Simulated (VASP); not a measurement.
# YRh (Pm-3m) in VASP: further runs

Runs on YRh. Level: LDA. Tasks: single point.

All numbers are computed with VASP 6.6.1; they aren't measurements. Logs are shortened: lines on timing, memory, paths and dates and some standing lists are left out, and cuts for length are marked.

### Step 1. The cell of the first run

Symmetry: Pm-3m, No. 221, cubic system. The conventional cell has a = 3.352 Å, b = 3.352 Å, c = 3.352 Å, α = 90.00°, β = 90.00°, γ = 90.00°. Within 3.8 Å of Y (site symmetry m-3m) lie 8 Rh at 2.90 Å and 6 Y at 3.35 Å. Within 3.8 Å of Rh (site symmetry m-3m) lie 8 Y at 2.90 Å and 6 Rh at 3.35 Å.

### Step 2. Single point, LDA

Contents of INCAR:

```
SYSTEM = YRh
PREC = Accurate
ENCUT = 500
EDIFF = 1E-6
ISMEAR = -1
SIGMA = 0.15
LREAL = .FALSE.
LASPH = .TRUE.
NELM = 120
ALGO = Normal
ISIF = 2
LWAVE = .FALSE.
LCHARG = .FALSE.
GGA = CA
NBANDS = 20
GGA_COMPAT = .FALSE.
```

Contents of KPOINTS:

```
regular mesh
0
G
  12 12 12
  0 0 0
```

Contents of POSCAR:

```
YRh
1.0
    3.3519509070      0.0000000000      0.0000000000
    0.0000000000      3.3519509070      0.0000000000
    0.0000000000      0.0000000000      3.3519509070
Y Rh
1 1
Direct
    0.5000000000      0.5000000000      0.5000000000
    0.0000000000      0.0000000000      0.0000000000
```

Potentials or basis: VASP PAW LDA potentials, release 64 (Y_sv, Rh_pv).

Command:

```
> cat potpaw_LDA.64/Y_sv/POTCAR potpaw_LDA.64/Rh_pv/POTCAR > POTCAR
> mpirun -np 1 vasp_std > vasp.out
```

OUTCAR:

```text
SYSTEM = YRh
   PREC = Accurate
   ENCUT = 500
   EDIFF = 1E-6
   ISMEAR = -1
   LREAL = .FALSE.
   LASPH = .TRUE.
   NELM = 120
   ISIF = 2
   GGA = CA

 ion  position               nearest neighbor table
   1  0.500  0.500  0.500-   2 2.90   2 2.90   2 2.90   2 2.90   2 2.90   2 2.90   2 2.90   2 2.90

   2  0.000  0.000  0.000-   1 2.90   1 2.90   1 2.90   1 2.90   1 2.90   1 2.90   1 2.90   1 2.90

  LATTYP: Found a simple cubic cell.
 ALAT       =     3.3519509070

  Lattice vectors:

 A1 = (   3.3519509070,   0.0000000000,   0.0000000000)
 A2 = (   0.0000000000,   3.3519509070,   0.0000000000)
 A3 = (   0.0000000000,   0.0000000000,   3.3519509070)

Analysis of symmetry for initial positions (statically):
=====================================================================
 Subroutine PRICEL returns:
 Original cell was already a primitive cell.

 Routine SETGRP: Setting up the symmetry group for a
 simple cubic supercell.

 Subroutine GETGRP returns: Found 48 space group operations
 (whereof 48 operations were pure point group operations)
 out of a pool of 48 trial point group operations.

The static configuration has the point symmetry O_h .

Analysis of symmetry for dynamics (positions and initial velocities):
=====================================================================
 Subroutine PRICEL returns:
 Original cell was already a primitive cell.

 Routine SETGRP: Setting up the symmetry group for a
 simple cubic supercell.

 Subroutine GETGRP returns: Found 48 space group operations
 (whereof 48 operations were pure point group operations)
 out of a pool of 48 trial point group operations.

The dynamic configuration has the point symmetry O_h .

 Subroutine INISYM returns: Found 48 space group operations
 (whereof 48 operations are pure point group operations),
 and found     1 'primitive' translations

----------------------------------------------------------------------------------------

                                     Primitive cell

  volume of cell :      37.6611

  direct lattice vectors                    reciprocal lattice vectors
     3.351950907  0.000000000  0.000000000     0.298333725  0.000000000  0.000000000
     0.000000000  3.351950907  0.000000000     0.000000000  0.298333725  0.000000000
     0.000000000  0.000000000  3.351950907     0.000000000  0.000000000  0.298333725

  length of vectors
     3.351950907  3.351950907  3.351950907     0.298333725  0.298333725  0.298333725

  position of ions in fractional coordinates (direct lattice)
     0.500000000  0.500000000  0.500000000
     0.000000000  0.000000000  0.000000000

  ion indices of the primitive-cell ions
   primitive index   ion index
                 1           1
                 2           2

----------------------------------------------------------------------------------------

 KPOINTS: regular mesh

Automatic generation of k-mesh.
 Grid dimensions read from file:
 generate k-points for:   12   12   12

 Generating k-lattice:

  Cartesian coordinates                     Fractional coordinates (reciprocal lattice)
     0.024861144  0.000000000  0.000000000     0.083333333  0.000000000  0.000000000
     0.000000000  0.024861144  0.000000000     0.000000000  0.083333333  0.000000000
     0.000000000  0.000000000  0.024861144     0.000000000  0.000000000  0.083333333

  Length of vectors
     0.024861144  0.024861144  0.024861144

  Shift w.r.t. Gamma in fractional coordinates (k-lattice)
     0.000000000  0.000000000  0.000000000

 Subroutine IBZKPT returns following result:
 ===========================================

 Found     84 irreducible k-points:

 Following reciprocal coordinates:
            Coordinates               Weight
  0.000000  0.000000  0.000000      1.000000
  0.083333  0.000000  0.000000      6.000000
  0.166667  0.000000  0.000000      6.000000
  0.250000  0.000000  0.000000      6.000000
  0.333333  0.000000  0.000000      6.000000
  0.416667  0.000000  0.000000      6.000000
[... 16 lines left out ...]
  0.333333  0.333333  0.000000     12.000000
  0.416667  0.333333  0.000000     24.000000
 [... further k-points ...]
   k-points           NKPTS =     84   k-points in BZ     NKDIM =     84   number of bands    NBANDS=     20
   number of dos      NEDOS =    301   number of ions     NIONS =      2
   total plane-waves  NPLWV =  13824
   dimension x,y,z NGX =    24 NGY =   24 NGZ =   24
   dimension x,y,z NGXF=    48 NGYF=   48 NGZF=   48
   ions per type =               1   1
   NGX,Y,Z   is equivalent  to a cutoff of  11.90, 11.90, 11.90 a.u.
   NGXF,Y,Z  is equivalent  to a cutoff of  23.81, 23.81, 23.81 a.u.
 SYSTEM =  YRh
   PREC   = accura    normal or accurate (medium, high low for compatibility)
   ISTART =      0    job   : 0-new  1-cont  2-samecut
   ICHARG =      2    charge: 1-file 2-atom 10-const
   ISPIN  =      1    spin polarized calculation?
   LNONCOLLINEAR =      F non collinear calculations
   LSORBIT =      F    spin-orbit coupling
   LASPH  =      T    aspherical Exc in radial PAW
   ENCUT  =  500.0 eV  36.75 Ry    6.06 a.u.   6.11  6.11  6.11*2*pi/ulx,y,z
   NELM   =    120;   NELMIN=  2; NELMDL= -5     # of ELM steps
   EDIFF  = 0.1E-05   stopping-criterion for ELM
   LREAL  =      F    real-space projection
   EDIFFG = 0.1E-04   stopping-criterion for IOM
   NSW    =      0    number of steps for IOM
   IBRION =     -1    ionic relax: 0-MD 1-quasi-New 2-CG
   NFREE  =      0    steps in history (QN), initial steepest desc. (CG)
   ISIF   =      2    stress and relaxation
   ISYM   =      2    0-nonsym 1-usesym 2-fastsym
   POTIM  = 0.5000    time-step for ionic-motion
   TEBEG  =    0.0;   TEEND  =   0.0 temperature during run
   PSTRESS=    0.0 pullay stress
   NELECT =      26.0000    total number of electrons
   NUPDOWN=      -1.0000    fix difference up-down
   EMIN   =  10.00;   EMAX   =-10.00  energy-range for DOS
   EFERMI =   0.00;   METHOD = LEGACY
   ISMEAR =    -1;   SIGMA  =   0.15  broadening in eV -4-tet -1-fermi 0-gaus
   EFERMI_NEDOS =   21; number of points for ismear=-14 and -15
   IALGO  =     38    algorithm
   IMIX   =      4    mixing-type and parameters
     AMIX     =   0.40;   BMIX     =  1.00
     AMIX_MAG =   1.60;   BMIX_MAG =  1.00
  volume/ion in A,a.u.               =      18.83       127.07
  Fermi-wavevector in a.u.,A,eV,Ry     =   1.446888  2.734222 28.483598  2.093485
  Thomas-Fermi vector in A             =   2.564906
   LORBIT       =      0    0 simple, 1 ext, 2 COOP (PROOUT), +10 PAW based schemes
   GGA     = CA    functional components
   LHFCALC =     F    Hartree Fock is set to
   AEXX    =    0.0000 exact exchange contribution
   IVDW    =     0    specifies the selected vdW correction
   LEPSILON=     F    determine dielectric tensor
   LRPA    =     F    only Hartree local field effects (RPA)
 non-spin polarized calculation
  energy-cutoff  :      500.00
  volume of cell :       37.66
 maximum number of plane-waves:       976
   NGX = 13   NGY = 13   NGZ = 13

 number of electron      25.9999993 magnetization

 Free energy of the ion-electron system (eV)
  ---------------------------------------------------
  ext. energy  EPLUGINS =         0.00000000
  ---------------------------------------------------
  free energy    TOTEN  =       -17.32787172 eV

  energy without entropy =      -17.25523265  energy(sigma->0) =      -17.29155219

 E-fermi :   7.0047     XC(G=0): -12.2219

 val. band max:        6.9695843952   @ k =   0.5000   0.3333   0.2500
 cond. band min:       7.0190334416   @ k =   0.5000   0.4167   0.4167
 fundamental gap:      0.0494490464
 Fermi energy:         7.0046627020

 k-point     1 :       0.0000    0.0000    0.0000
  band No.  band energies     occupation
      1     -38.7832      2.00000
      2     -38.7832      2.00000
      3     -38.7832      2.00000
      4     -34.7883      2.00000
      5     -14.6983      2.00000
      6     -14.6983      2.00000
[... 12 lines left out ...]
     19      15.2932      0.00000
     20      15.2932      0.00000

 k-point     2 :       0.0833    0.0000    0.0000
  band No.  band energies     occupation
      1     -38.7865      2.00000
      2     -38.7830      2.00000
      3     -38.7830      2.00000
      4     -34.7834      2.00000
      5     -14.7459      2.00000
      6     -14.6960      2.00000
[... 12 lines left out ...]
     19      14.9075      0.00000
     20      16.0414      0.00000

 k-point     3 :       0.1667    0.0000    0.0000
  band No.  band energies     occupation
      1     -38.7955      2.00000
      2     -38.7823      2.00000
      3     -38.7823      2.00000
      4     -34.7702      2.00000
      5     -14.8738      2.00000
      6     -14.6899      2.00000
[... 12 lines left out ...]
     19      14.0843      0.00000
     20      17.3998      0.00000

 k-point     4 :       0.2500    0.0000    0.0000
  band No.  band energies     occupation
      1     -38.8077      2.00000
      2     -38.7814      2.00000
      3     -38.7814      2.00000
      4     -34.7521      2.00000
      5     -15.0432      2.00000
      6     -14.6814      2.00000
[... 12 lines left out ...]
     19      13.4538      0.00000
     20      18.8918      0.00000

 k-point     5 :       0.3333    0.0000    0.0000
  band No.  band energies     occupation
      1     -38.8199      2.00000
      2     -38.7804      2.00000
      3     -38.7804      2.00000
      4     -34.7339      2.00000
      5     -15.2071      2.00000
      6     -14.6730      2.00000
[... 12 lines left out ...]
     19      13.4814      0.00000
     20      20.4324      0.00000
[... 353 lines left out ...]
      6     -14.9588      2.00000
[... 12 lines left out ...]
     19      14.1479      0.00000
     20      18.2563      0.00000

 k-point    22 :       0.5000    0.2500    0.0000
  band No.  band energies     occupation
      1     -38.8252      2.00000
      2     -38.7990      2.00000
      3     -38.7779      2.00000
      4     -34.6983      2.00000
      5     -15.2969      2.00000
      6     -14.9533      2.00000
[... 12 lines left out ...]
     19      14.2416      0.00000
     20      18.5492      0.00000

 k-point    23 :       0.3333    0.3333    0.0000
  band No.  band energies     occupation
      1     -38.8133      2.00000
      2     -38.8096      2.00000
      3     -38.7779      2.00000
      4     -34.7007      2.00000
      5     -15.1401      2.00000
      6     -15.1016      2.00000
[... 12 lines left out ...]
     19      14.0506      0.00000
     20      17.6861      0.00000

 k-point    24 :       0.4167    0.3333    0.0000
  band No.  band energies     occupation
      1     -38.8191      2.00000
      2     -38.8093      2.00000
      3     -38.7773      2.00000
      4     -34.6925      2.00000
      5     -15.2255      2.00000
      6     -15.0987      2.00000
[... 12 lines left out ...]
     19      14.0046      0.00000
     20      17.8612      0.00000

 [... further k-points ...]
[... 5 lines left out ...]
  --------------------------------------------------------------------------------------
  -------------------------------------------------------------------------------------
  Total        0.0443502      0.0443502      0.0443502      0.0000000      0.0000000     -0.0000000
  in kB        1.8867462      1.8867462      1.8867462      0.0000000      0.0000000     -0.0000000
  external PRESSURE =       1.8867462 kB  Pullay stress =       0.0000000 kB

 VOLUME and BASIS-vectors are now :
 -----------------------------------------------------------------------------
  energy-cutoff  :      500.00
  volume of cell :       37.66
      direct lattice vectors                 reciprocal lattice vectors
     3.351950907  0.000000000  0.000000000     0.298333725  0.000000000  0.000000000
     0.000000000  3.351950907  0.000000000     0.000000000  0.298333725  0.000000000
     0.000000000  0.000000000  3.351950907     0.000000000  0.000000000  0.298333725

 POSITION                                       TOTAL-FORCE (eV/Angst)
 -----------------------------------------------------------------------------------
      1.67598      1.67598      1.67598         0.000000      0.000000      0.000000
      0.00000      0.00000      0.00000         0.000000      0.000000      0.000000
 -----------------------------------------------------------------------------------
    total drift:                                0.000000      0.000000     -0.000000

  FREE ENERGIE OF THE ION-ELECTRON SYSTEM (eV)
  ---------------------------------------------------
  free  energy   TOTEN  =       -17.3278717184 eV

  energy  without entropy=      -17.2552326528  energy(sigma->0) =      -17.29155219
```

Wall time 67 s (1 thread of AMD EPYC 7R43 (Zen 3), shared host); peak memory 0.15 GiB.

What came out:

```
Free energy            : -17.3279 eV
Pressure               : 0.2 GPa
Band gap on the k mesh : zero (band 13 reaches 7.27 eV, above the bottom of band 14 at 6.36 eV)
```

### Step 3. Single point, LDA

This run uses another cell than the first one, of 19.77 Å³/atom, 1.050 times its volume.

Contents of INCAR:

```
SYSTEM = YRh
PREC = Accurate ; ENCUT = 500
EDIFF = 1E-6 ; ISMEAR = 0
SIGMA = 0.1 ; LREAL = .FALSE.
LASPH = .TRUE. ; NELM = 120
ALGO = Normal ; ISIF = 2
LWAVE = .FALSE. ; LCHARG = .FALSE.
GGA = CA ; NBANDS = 20
GGA_COMPAT = .FALSE.
```

Contents of KPOINTS:

```
Automatic mesh
0
G
  6 6 6
  0 0 0
```

Contents of POSCAR:

```
YRh
1.0
    3.4070000000      0.0000000000      0.0000000000
    0.0000000000      3.4070000000      0.0000000000
    0.0000000000      0.0000000000      3.4070000000
Y Rh
1 1
Direct
    0.5000000000      0.5000000000      0.5000000000
    0.0000000000      0.0000000000      0.0000000000
```

Potentials or basis: VASP PAW LDA potentials, release 64 (Y_sv, Rh_pv).

Command:

```
> cat potpaw_LDA.64/Y_sv/POTCAR potpaw_LDA.64/Rh_pv/POTCAR > POTCAR
> mpirun -np 1 vasp_std > vasp.out
```

It took 28 s on 1 thread of Intel Xeon 8259CL, shared host; peak memory 0.17 GiB.

The run converged. Its results:

| Property | Result |
| --- | --- |
| Free energy | -17.1935 eV |
| Pressure | -5.9 GPa |
| Band gap on the k mesh | zero (band 13 reaches 6.77 eV, above the bottom of band 14 at 5.91 eV) |

Levels at points of the mesh, in eV from the Fermi level:
| k point | band 11 | band 12 | band 13 | band 14 | band 15 | band 16 |
| --- | --- | --- | --- | --- | --- | --- |
| (0.00, 0.00, 0.00) | -1.67 | -1.67 | -1.67 | 2.19 | 2.19 | 5.89 |
| (0.50, 0.00, 0.00) | -1.81 | -1.81 | -1.33 | 0.34 | 0.41 | 2.29 |
| (0.50, 0.50, 0.00) | -2.64 | -0.69 | 0.20 | 1.82 | 1.82 | 2.87 |
| (0.50, 0.50, 0.50) | -1.04 | -1.04 | -1.04 | -0.65 | -0.65 | 4.87 |
